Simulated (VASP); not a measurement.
Set up this calculation in VASP 6.6.1, as the native input.

```yaml
Task: single point
Functional: r2SCAN
Potentials_or_basis: VASP PAW PBE potentials, release 64 (Si, Hf_pv, O)
Cutoff: 520 eV
k_mesh: 8 × 8 × 4
Occupations: gaussian, width 0.01 eV
Spin: no spin polarisation
Dipole_correction: no
Further_INCAR_settings: ALGO = Normal; EDIFF = 1e-07; NBANDS = 28
```

HfSiO4:

```
CELL_PARAMETERS angstrom
3.28569 0.00000 0.00000
0.00000 3.28569 0.00000
0.00000 0.00000 5.70049
ATOMIC_POSITIONS crystal
Si 0.50000 0.50000 0.50000
Hf 0.00000 0.00000 0.00000
O 0.50000 0.00000 0.62204
O 0.00000 0.50000 0.82363
O 0.00000 0.50000 0.37796
O 0.50000 0.00000 0.17637
```

These files were run (other wordings do the same):

POSCAR

```
HfSiO4
1.0
    3.2856932360      0.0000000000      0.0000000000
    0.0000000000      3.2856932360      0.0000000000
    0.0000000000      0.0000000000      5.7004944933
Si Hf O
1 1 4
Direct
    0.5000000000      0.5000000000      0.5000000000
    0.0000000000      0.0000000000      0.0000000000
    0.5000000000      0.0000000000      0.6220427075
    0.0000000000      0.5000000000      0.8236286593
    0.0000000000      0.5000000000      0.3779572925
    0.5000000000      0.0000000000      0.1763713407
```

INCAR.step1

```
SYSTEM = HfSiO4
PREC = Accurate
ENCUT = 520
ISMEAR = 0
SIGMA = 0.01
LREAL = .FALSE.
LASPH = .TRUE.
NELM = 60
NBANDS = 28
GGA = PE
ALGO = Normal
EDIFF = 1E-4
LWAVE = .TRUE.
LCHARG = .FALSE.
```

INCAR.step2

```
SYSTEM = HfSiO4
PREC = Accurate
ENCUT = 520
EDIFF = 1E-7
ISMEAR = 0
SIGMA = 0.01
LREAL = .FALSE.
LASPH = .TRUE.
NELM = 60
ALGO = Normal
ISIF = 2
LWAVE = .FALSE.
LCHARG = .FALSE.
METAGGA = R2SCAN
LMIXTAU = .TRUE.
NBANDS = 28
ISTART = 1
```

KPOINTS

```
regular mesh
0
G
  8 8 4
  0 0 0
```

Potentials or basis: VASP PAW PBE potentials, release 64 (Si, Hf_pv, O).

Command:

```bash
$ cat potpaw_PBE.64/Si/POTCAR potpaw_PBE.64/Hf_pv/POTCAR potpaw_PBE.64/O/POTCAR > POTCAR
$ cp INCAR.step1 INCAR
$ mpirun -np 1 vasp_std > vasp.out
$ cp INCAR.step2 INCAR
$ mpirun -np 1 vasp_std > vasp.out
```

It gave:

| Quantity | Value |
| --- | --- |
| Pressure | -1.2 GPa |
| Largest force | 0.149 eV/Å |
| Band gap on the k mesh | 3.21 eV, indirect (least direct gap 3.44 eV) |

Caveat: the PAW data sets were made with another functional, which shifts forces and pressure a little; spin-orbit coupling is left out, which moves the levels of the heavy elements.

Run time: 82 s on 1 thread of Intel(R) Xeon(R) 6975P-C (Granite Rapids), on a shared host, peak memory 0.22 GiB.
